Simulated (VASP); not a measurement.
# TiO2 in VASP: a series of runs

Runs on TiO2. Level: r2SCAN. Tasks: single point.

Program: VASP 6.6.1. These are calculated values, not measurements. Logs are shortened: lines on timing, memory, paths and dates and some standing lists are left out, and cuts for length are marked.

## (1) The cell of the first run

The structure is tetragonal, space group I4_1/amd (No. 141). Conventional cell: a = 3.778 Å, b = 3.778 Å, c = 9.584 Å, α = 90.00°, β = 90.00°, γ = 90.00°. Ti (site symmetry -4m2) has 6 O at 1.93 to 1.99 Å within 2.6 Å. Within 2.6 Å of O (site symmetry 2mm) lie 3 Ti at 1.93 to 1.99 Å and 2 O at 2.46 Å.

## (2) Single point, r2SCAN

POSCAR

```
TiO2
1.0
    3.7777089788      0.0000000000      0.0000000000
    0.0000000000      3.7777089788      0.0000000000
    0.0000000000      0.0000000000      9.5840256423
Ti O
4 8
Direct
    0.0000000000      0.5000000000      0.7500000000
    0.5000000000      0.5000000000      0.0000000000
    0.5000000000      0.0000000000      0.2500000000
    0.0000000000      0.0000000000      0.5000000000
    0.0000000000      0.5000000000      0.9572470736
    0.5000000000      0.5000000000      0.7927529264
    0.5000000000      0.0000000000      0.0427529264
    0.0000000000      0.0000000000      0.7072470736
    0.5000000000      0.0000000000      0.4572470736
    0.0000000000      0.0000000000      0.2927529264
    0.0000000000      0.5000000000      0.5427529264
    0.5000000000      0.5000000000      0.2072470736
```

INCAR.step1

```
  ALGO = Normal
  EDIFF = 1E-4
  ENCUT = 520
  GGA = PE
  ISMEAR = 0
  LASPH = True
  LCHARG = False
  LREAL = False
  LWAVE = True
  NBANDS = 60
  NELM = 100
  PREC = Accurate
  SIGMA = 0.02
```

INCAR.step2

```
  ALGO = Normal
  EDIFF = 1E-6
  ENCUT = 520
  ISIF = 2
  ISMEAR = 0
  ISTART = 1
  LASPH = True
  LCHARG = False
  LMIXTAU = True
  LREAL = False
  LWAVE = False
  METAGGA = R2SCAN
  NBANDS = 60
  NELM = 100
  PREC = Accurate
  SIGMA = 0.02
```

KPOINTS

```
k-points
0
Gamma
  6 6 4
```

Potentials or basis: VASP PAW PBE potentials, release 64 (Ti_sv, O).

Started as:

```console
cat potpaw_PBE.64/Ti_sv/POTCAR potpaw_PBE.64/O/POTCAR > POTCAR
cp INCAR.step1 INCAR
mpirun -np 1 vasp_std > vasp.out
cp INCAR.step2 INCAR
mpirun -np 1 vasp_std > vasp.out
```

OUTCAR:

```text
EDIFF = 1E-6
   ENCUT = 520
   ISIF = 2
   ISMEAR = 0
   ISTART = 1
   LASPH = True
   LREAL = False
   METAGGA = R2SCAN
   NELM = 100
   PREC = Accurate

 ion  position               nearest neighbor table
   1  0.000  0.500  0.750-   6 1.93   8 1.93   8 1.93   6 1.93   5 1.99  11 1.99
   2  0.500  0.500  0.000-   5 1.93   7 1.93   7 1.93   5 1.93   6 1.99  12 1.99
   3  0.500  0.000  0.250-  10 1.93  12 1.93  12 1.93  10 1.93   7 1.99   9 1.99
   4  0.000  0.000  0.500-   9 1.93  11 1.93  11 1.93   9 1.93  10 1.99   8 1.99
   5  0.000  0.500  0.957-   2 1.93   2 1.93   1 1.99
   6  0.500  0.500  0.793-   1 1.93   1 1.93   2 1.99
   7  0.500  0.000  0.043-   2 1.93   2 1.93   3 1.99
   8  0.000  0.000  0.707-   1 1.93   1 1.93   4 1.99
   9  0.500  0.000  0.457-   4 1.93   4 1.93   3 1.99
  10  0.000  0.000  0.293-   3 1.93   3 1.93   4 1.99
  11  0.000  0.500  0.543-   4 1.93   4 1.93   1 1.99
  12  0.500  0.500  0.207-   3 1.93   3 1.93   2 1.99

  LATTYP: Found a simple tetragonal cell.
 ALAT       =     3.7777089788
 C/A-ratio  =     2.5369941666

  Lattice vectors:

 A1 = (   3.7777089788,   0.0000000000,   0.0000000000)
 A2 = (   0.0000000000,   3.7777089788,   0.0000000000)
 A3 = (   0.0000000000,   0.0000000000,   9.5840256423)

Analysis of symmetry for initial positions (statically):
=====================================================================
 Subroutine PRICEL returns following result:

  LATTYP: Found a body centered tetragonal cell.
 ALAT       =     3.7777089788
 C/A-ratio  =     2.5369941666

  Lattice vectors:

 A1 = (  -1.8888544894,   1.8888544894,   4.7920128211)
 A2 = (   1.8888544894,  -1.8888544894,   4.7920128212)
 A3 = (   1.8888544894,   1.8888544894,  -4.7920128211)

   2 primitive cells build up your supercell.

 Routine SETGRP: Setting up the symmetry group for a
 simple tetragonal supercell.

 Subroutine GETGRP returns: Found 16 space group operations
 (whereof  8 operations were pure point group operations)
 out of a pool of 16 trial point group operations.

The static configuration has the point symmetry D_2d.
 The point group associated with its full space group is D_4h.

Analysis of symmetry for dynamics (positions and initial velocities):
=====================================================================
 Subroutine PRICEL returns following result:

  LATTYP: Found a body centered tetragonal cell.
 ALAT       =     3.7777089788
 C/A-ratio  =     2.5369941666

  Lattice vectors:

 A1 = (  -1.8888544894,   1.8888544894,   4.7920128211)
 A2 = (   1.8888544894,  -1.8888544894,   4.7920128212)
 A3 = (   1.8888544894,   1.8888544894,  -4.7920128211)

   2 primitive cells build up your supercell.

 Routine SETGRP: Setting up the symmetry group for a
 simple tetragonal supercell.

 Subroutine GETGRP returns: Found 16 space group operations
 (whereof  8 operations were pure point group operations)
 out of a pool of 16 trial point group operations.

The dynamic configuration has the point symmetry D_2d.
 The point group associated with its full space group is D_4h.

 Subroutine INISYM returns: Found 16 space group operations
 (whereof  8 operations are pure point group operations),
 and found     2 'primitive' translations

----------------------------------------------------------------------------------------

                                     Primitive cell

  volume of cell :      68.3872

  direct lattice vectors                    reciprocal lattice vectors
    -1.888854489  1.888854489  4.792012821    -0.000000000  0.264710703  0.104340288
     1.888854489 -1.888854489  4.792012821     0.264710703  0.000000000  0.104340288
     1.888854489  1.888854489 -4.792012821     0.264710703  0.264710703  0.000000000

  length of vectors
     5.486249123  5.486249123  5.486249123     0.284532339  0.284532339  0.374357466

  position of ions in fractional coordinates (direct lattice)
     0.250000000  0.750000000  0.500000000
     0.500000000  0.500000000  0.000000000
     0.457247074  0.957247074  0.500000000
     0.292752926  0.292752926  0.000000000
     0.042752926  0.542752926  0.500000000
     0.707247074  0.707247074  0.000000000

  ion indices of the primitive-cell ions
   primitive index   ion index
                 1           1
                 2           2
                 3           5
                 4           6
                 5          11
                 6           8

----------------------------------------------------------------------------------------

 KPOINTS: k-points

Automatic generation of k-mesh.
 Grid dimensions read from file:
 generate k-points for:    6    6    4

 Generating k-lattice:

  Cartesian coordinates                     Fractional coordinates (reciprocal lattice)
     0.044118451  0.000000000  0.000000000     0.166666667  0.000000000  0.000000000
     0.000000000  0.044118451  0.000000000     0.000000000  0.166666667  0.000000000
     0.000000000  0.000000000  0.026085072     0.000000000  0.000000000  0.250000000

  Length of vectors
     0.044118451  0.044118451  0.026085072

  Shift w.r.t. Gamma in fractional coordinates (k-lattice)
     0.000000000  0.000000000  0.000000000

 Subroutine IBZKPT returns following result:
 ===========================================

 Found     30 irreducible k-points:

 Following reciprocal coordinates:
            Coordinates               Weight
  0.000000  0.000000  0.000000      1.000000
  0.166667  0.000000  0.000000      4.000000
  0.333333  0.000000  0.000000      4.000000
  0.500000  0.000000  0.000000      2.000000
  0.166667  0.166667  0.000000      4.000000
  0.333333  0.166667  0.000000      8.000000
[... 16 lines left out ...]
  0.333333  0.000000  0.500000      4.000000
  0.500000  0.000000  0.500000      2.000000
 [... further k-points ...]
   k-points           NKPTS =     30   k-points in BZ     NKDIM =     30   number of bands    NBANDS=     60
   number of dos      NEDOS =    301   number of ions     NIONS =     12
   total plane-waves  NPLWV =  56448
   dimension x,y,z NGX =    28 NGY =   28 NGZ =   72
   dimension x,y,z NGXF=    56 NGYF=   56 NGZF=  144
   ions per type =               4   8
   NGX,Y,Z   is equivalent  to a cutoff of  12.32, 12.32, 12.49 a.u.
   NGXF,Y,Z  is equivalent  to a cutoff of  24.64, 24.64, 24.98 a.u.
 SYSTEM =  unknown system
   PREC   = accura    normal or accurate (medium, high low for compatibility)
   ISTART =      1    job   : 0-new  1-cont  2-samecut
   ICHARG =      0    charge: 1-file 2-atom 10-const
   ISPIN  =      1    spin polarized calculation?
   LNONCOLLINEAR =      F non collinear calculations
   LSORBIT =      F    spin-orbit coupling
   LASPH  =      T    aspherical Exc in radial PAW
   ENCUT  =  520.0 eV  38.22 Ry    6.18 a.u.   7.02  7.02 17.82*2*pi/ulx,y,z
   NELM   =    100;   NELMIN=  2; NELMDL=  0     # of ELM steps
   EDIFF  = 0.1E-05   stopping-criterion for ELM
   LREAL  =      F    real-space projection
   EDIFFG = 0.1E-04   stopping-criterion for IOM
   NSW    =      0    number of steps for IOM
   IBRION =     -1    ionic relax: 0-MD 1-quasi-New 2-CG
   NFREE  =      0    steps in history (QN), initial steepest desc. (CG)
   ISIF   =      2    stress and relaxation
   ISYM   =      2    0-nonsym 1-usesym 2-fastsym
   POTIM  = 0.5000    time-step for ionic-motion
   TEBEG  =    0.0;   TEEND  =   0.0 temperature during run
   PSTRESS=    0.0 pullay stress
   NELECT =      96.0000    total number of electrons
   NUPDOWN=      -1.0000    fix difference up-down
   EMIN   =  10.00;   EMAX   =-10.00  energy-range for DOS
   EFERMI =   0.00;   METHOD = LEGACY
   ISMEAR =     0;   SIGMA  =   0.02  broadening in eV -4-tet -1-fermi 0-gaus
   EFERMI_NEDOS =   21; number of points for ismear=-14 and -15
   IALGO  =     38    algorithm
   IMIX   =      4    mixing-type and parameters
     AMIX     =   0.40;   BMIX     =  1.00
     AMIX_MAG =   1.60;   BMIX_MAG =  1.00
  volume/ion in A,a.u.               =      11.40        76.92
  Fermi-wavevector in a.u.,A,eV,Ry     =   1.454890  2.749344 28.799531  2.116706
  Thomas-Fermi vector in A             =   2.571988
   LORBIT       =      0    0 simple, 1 ext, 2 COOP (PROOUT), +10 PAW based schemes
   METAGGA = R2SCAN    functional components
   LHFCALC =     F    Hartree Fock is set to
   AEXX    =    0.0000 exact exchange contribution
   IVDW    =     0    specifies the selected vdW correction
   LEPSILON=     F    determine dielectric tensor
   LRPA    =     F    only Hartree local field effects (RPA)
 non-spin polarized calculation
 Gauss-broadening in eV      SIGMA  =   0.02
  energy-cutoff  :      520.00
  volume of cell :      136.77
 maximum number of plane-waves:      3716
   NGX = 15   NGY = 15   NGZ = 35

 number of electron      95.9999943 magnetization

 Free energy of the ion-electron system (eV)
  ---------------------------------------------------
  ext. energy  EPLUGINS =         0.00000000
  ---------------------------------------------------
  free energy    TOTEN  =      -139.71523487 eV

  energy without entropy =     -139.71523487  energy(sigma->0) =     -139.71523487

 E-fermi :   3.1651     XC(G=0): -11.4451

 val. band max:        2.9674880915   @ k =   0.5000   0.5000   0.0000
 cond. band min:       5.5696122987   @ k =   0.0000   0.0000   0.0000
 fundamental gap:      2.6021242071
 Fermi energy:         3.1651055555

 k-point     1 :       0.0000    0.0000    0.0000
  band No.  band energies     occupation
      1     -55.5678      2.00000
      2     -55.5384      2.00000
      3     -55.5384      2.00000
      4     -55.5088      2.00000
      5     -30.9857      2.00000
      6     -30.7907      2.00000
[... 1501 lines left out ...]
     59       7.9295      0.00000
     60       7.9295      0.00000

 [... further k-points ...]

------------------------ aborting loop because EDIFF is reached ----------------------------------------

  FORCE on cell =-STRESS in cart. coord.  units (eV):
  Direction    XX          YY          ZZ          XY          YZ          ZX
  --------------------------------------------------------------------------------------
  -------------------------------------------------------------------------------------
  Total        1.1101480      1.1101480      0.9334652      0.0000000      0.0000000      0.0000000
  in kB       13.0042859     13.0042859     10.9346212      0.0000000      0.0000000      0.0000000
  external PRESSURE =      12.3143977 kB  Pullay stress =       0.0000000 kB

 VOLUME and BASIS-vectors are now :
 -----------------------------------------------------------------------------
  energy-cutoff  :      520.00
  volume of cell :      136.77
      direct lattice vectors                 reciprocal lattice vectors
     3.777708979  0.000000000  0.000000000     0.264710703  0.000000000  0.000000000
     0.000000000  3.777708979  0.000000000     0.000000000  0.264710703  0.000000000
     0.000000000  0.000000000  9.584025642     0.000000000  0.000000000  0.104340288

 POSITION                                       TOTAL-FORCE (eV/Angst)
 -----------------------------------------------------------------------------------
      0.00000      1.88885      7.18802         0.000000      0.000000     -0.000000
      1.88885      1.88885      0.00000         0.000000     -0.000000     -0.000000
      1.88885      0.00000      2.39601        -0.000000      0.000000     -0.000000
      0.00000      0.00000      4.79201        -0.000000     -0.000000     -0.000000
      0.00000      1.88885      9.17428         0.000000      0.000000      0.035365
      1.88885      1.88885      7.59776         0.000000      0.000000     -0.035365
      1.88885      0.00000      0.40975         0.000000     -0.000000     -0.035365
      0.00000      0.00000      6.77827         0.000000      0.000000      0.035365
      1.88885      0.00000      4.38227        -0.000000     -0.000000      0.035365
      0.00000      0.00000      2.80575         0.000000      0.000000     -0.035365
      0.00000      1.88885      5.20176         0.000000     -0.000000     -0.035365
      1.88885      1.88885      1.98626        -0.000000     -0.000000      0.035365
 -----------------------------------------------------------------------------------
    total drift:                                0.000000      0.000000      0.000000

  FREE ENERGIE OF THE ION-ELECTRON SYSTEM (eV)
  ---------------------------------------------------
  free  energy   TOTEN  =      -139.7152348685 eV

  energy  without entropy=     -139.7152348685  energy(sigma->0) =     -139.71523487
```

Run time: 7.3 min. Hardware: 1 thread of Intel Xeon 6975P-C (Granite Rapids), shared host; peak memory 0.35 GiB.

Results:

- Free energy: -139.7152 eV
- Pressure: 1.2 GPa
- Largest force: 0.035 eV/Å
- Band gap on the k mesh: 2.60 eV

Forces on the atoms (eV/Å):
```
Ti   0.000  0.000  0.000
Ti   0.000  0.000  0.000
Ti   0.000  0.000  0.000
Ti   0.000  0.000  0.000
O    0.000  0.000  0.035
O    0.000  0.000 -0.035
O    0.000  0.000 -0.035
O    0.000  0.000  0.035
O    0.000  0.000  0.035
O    0.000  0.000 -0.035
O    0.000  0.000 -0.035
O    0.000  0.000  0.035
```

Stress tensor (GPa, compression positive):
```
1.30 0.00 0.00
0.00 1.30 0.00
0.00 0.00 1.09
```

Caveat: the PAW data sets were made with another functional, which shifts forces and pressure a little.

## (3) Single point, r2SCAN (biaxial strain in the a-b plane: +1.0 %, then relaxed in part)

POSCAR

```
TiO2
1.0
    3.8154860686      0.0000000000      0.0000000000
    0.0000000000      3.8154860686      0.0000000000
    0.0000000000      0.0000000000      9.4512680673
Ti O
4 8
Direct
    0.0000000000      0.5000000000      0.7500000000
    0.5000000000      0.5000000000      0.0000000000
    0.5000000000      0.0000000000      0.2500000000
    0.0000000000      0.0000000000      0.5000000000
    0.0000000000      0.5000000000      0.9589863273
    0.5000000000      0.5000000000      0.7910136727
    0.5000000000      0.0000000000      0.0410136727
    0.0000000000      0.0000000000      0.7089863273
    0.5000000000      0.0000000000      0.4589863273
    0.0000000000      0.0000000000      0.2910136727
    0.0000000000      0.5000000000      0.5410136727
    0.5000000000      0.5000000000      0.2089863273
```

INCAR.step1

```
PREC = Accurate ; ENCUT = 520
ISMEAR = 0 ; SIGMA = 0.02
LREAL = F ; LASPH = T
NELM = 60 ; NBANDS = 60
GGA = PE ; ALGO = Normal
EDIFF = 1E-4 ; LWAVE = T
LCHARG = F
```

INCAR.step2

```
PREC = Accurate ; ENCUT = 520
EDIFF = 1E-7 ; ISMEAR = 0
SIGMA = 0.02 ; LREAL = F
LASPH = T ; NELM = 60
ALGO = Normal ; ISIF = 2
LWAVE = F ; LCHARG = T
METAGGA = R2SCAN ; LMIXTAU = T
LELF = T ; LVHAR = T
NBANDS = 60 ; ISTART = 1
```

KPOINTS

```
regular mesh
0
Gamma
  6 6 4
```

Potentials or basis: VASP PAW PBE potentials, release 64 (Ti_sv, O).

Started as:

```console
cat potpaw_PBE.64/Ti_sv/POTCAR potpaw_PBE.64/O/POTCAR > POTCAR
cp INCAR.step1 INCAR
mpirun -np 1 vasp_std > vasp.out
cp INCAR.step2 INCAR
mpirun -np 1 vasp_std > vasp.out
```

Wall time 7.9 min (1 thread of Intel Xeon 6975P-C (Granite Rapids), shared host); peak memory 0.35 GiB.

It converged, with:

```yaml
Free_energy: -139.7023 eV
Pressure: -0.8 GPa
Largest_force: 0.033 eV/Å
Band_gap_on_the_k_mesh: 2.50 eV
```

Forces in eV/Å, atoms in the order of the input:
```
Ti   0.000  0.000  0.000
Ti   0.000  0.000  0.000
Ti   0.000  0.000  0.000
Ti   0.000  0.000  0.000
O    0.000  0.000  0.033
O    0.000  0.000 -0.033
O    0.000  0.000 -0.033
O    0.000  0.000  0.033
O    0.000  0.000  0.033
O    0.000  0.000 -0.033
O    0.000  0.000 -0.033
O    0.000  0.000  0.033
```

Stress tensor (GPa, compression positive):
```
-1.82  0.00  0.00
 0.00 -1.82  0.00
 0.00  0.00  1.18
```

Levels at points of the mesh, in eV from the valence-band top:
```
           k point  band 45  band 46  band 47  band 48  band 49  band 50  band 51  band 52
(0.00, 0.00, 0.00)    -0.46    -0.46    -0.13    -0.13     2.50     2.87     2.87     3.26
(0.50, 0.00, 0.00)    -0.90    -0.90    -0.85    -0.85     3.71     3.71     3.78     3.78
(0.50, 0.50, 0.00)     0.00     0.00     0.00     0.00     3.76     3.76     3.76     3.76
(0.00, 0.00, 0.50)    -0.23    -0.23    -0.23    -0.23     2.60     2.60     3.15     3.15
(0.50, 0.00, 0.50)    -0.86    -0.86    -0.62    -0.62     3.61     3.61     3.90     3.90
(0.50, 0.50, 0.50)    -0.19    -0.19    -0.19    -0.19     3.96     3.96     3.96     3.96
```

Caveat: the cell differs from its parent crystal (biaxial strain in the a-b plane: +1.0 %, then relaxed in part); the PAW data sets were made with another functional, which shifts forces and pressure a little.

## (4) Single point, r2SCAN (strain along c alone, the other axes held: -3.0 %, then relaxed in part)

POSCAR

```
TiO2
1.0
    3.7777089757      0.0000000000      0.0000000000
    0.0000000000      3.7777089757      0.0000000000
    0.0000000000      0.0000000000      9.2965048918
Ti O
4 8
Direct
    0.0000000000      0.5000000000      0.7500000000
    0.5000000000      0.5000000000      0.0000000000
    0.5000000000      0.0000000000      0.2500000000
    0.0000000000      0.0000000000      0.5000000000
    0.0000000000      0.5000000000      0.9611242684
    0.5000000000      0.5000000000      0.7888757316
    0.5000000000      0.0000000000      0.0388757316
    0.0000000000      0.0000000000      0.7111242684
    0.5000000000      0.0000000000      0.4611242684
    0.0000000000      0.0000000000      0.2888757316
    0.0000000000      0.5000000000      0.5388757316
    0.5000000000      0.5000000000      0.2111242684
```

INCAR.step1

```
SYSTEM = TiO2
PREC = Accurate
ENCUT = 520
ISMEAR = 0
SIGMA = 0.02
LREAL = .FALSE.
LASPH = .TRUE.
NELM = 100
NBANDS = 60
GGA = PE
ALGO = Normal
EDIFF = 1E-4
LWAVE = .TRUE.
LCHARG = .FALSE.
```

INCAR.step2

```
SYSTEM = TiO2
PREC = Accurate
ENCUT = 520
EDIFF = 1E-7
ISMEAR = 0
SIGMA = 0.02
LREAL = .FALSE.
LASPH = .TRUE.
NELM = 100
ALGO = Normal
ISIF = 2
LWAVE = .FALSE.
LCHARG = .FALSE.
METAGGA = R2SCAN
LMIXTAU = .TRUE.
NBANDS = 60
ISTART = 1
```

KPOINTS

```
regular mesh
0
G
  6 6 4
  0 0 0
```

Started as:

```console
cat potpaw_PBE.64/Ti_sv/POTCAR potpaw_PBE.64/O/POTCAR > POTCAR
cp INCAR.step1 INCAR
mpirun -np 1 vasp_std > vasp.out
cp INCAR.step2 INCAR
mpirun -np 1 vasp_std > vasp.out
```

It took 9.7 min on 1 thread of Intel Xeon 6975P-C (Granite Rapids), shared host; peak memory 0.34 GiB.

Results (log left out):

- Free energy: -139.6045 eV
- Pressure: 6.7 GPa
- Largest force: 0.042 eV/Å
- Band gap on the k mesh: 2.50 eV

Forces in eV/Å, atoms in the order of the input:
```
Ti   0.000  0.000  0.000
Ti   0.000  0.000  0.000
Ti   0.000  0.000  0.000
Ti   0.000  0.000  0.000
O    0.000  0.000  0.042
O    0.000  0.000 -0.042
O    0.000  0.000 -0.042
O    0.000  0.000  0.042
O    0.000  0.000  0.042
O    0.000  0.000 -0.042
O    0.000  0.000 -0.042
O    0.000  0.000  0.042
```

Stress tensor (GPa, compression positive):
```
6.13 0.00 0.00
0.00 6.13 0.00
0.00 0.00 7.76
```

Levels at points of the mesh, in eV from the valence-band top:
| k point | band 45 | band 46 | band 47 | band 48 | band 49 | band 50 | band 51 | band 52 |
| --- | --- | --- | --- | --- | --- | --- | --- | --- |
| (0.00, 0.00, 0.00) | -0.56 | -0.56 | -0.19 | -0.19 | 2.50 | 2.90 | 2.90 | 3.34 |
| (0.50, 0.00, 0.00) | -1.01 | -1.01 | -0.90 | -0.90 | 3.76 | 3.76 | 3.88 | 3.88 |
| (0.50, 0.50, 0.00) | 0.00 | 0.00 | 0.00 | 0.00 | 3.91 | 3.91 | 3.91 | 3.91 |
| (0.00, 0.00, 0.50) | -0.29 | -0.29 | -0.29 | -0.29 | 2.61 | 2.61 | 3.21 | 3.21 |
| (0.50, 0.00, 0.50) | -0.90 | -0.90 | -0.67 | -0.67 | 3.70 | 3.70 | 3.95 | 3.95 |
| (0.50, 0.50, 0.50) | -0.19 | -0.19 | -0.19 | -0.19 | 4.13 | 4.13 | 4.13 | 4.13 |

Caveat: the cell differs from its parent crystal (strain along c alone, the other axes held: -3.0 %, then relaxed in part); the cell stands under pressure; the PAW data sets were made with another functional, which shifts forces and pressure a little. A k mesh can miss the band edges.

(Part 1 of 3 ends here.)
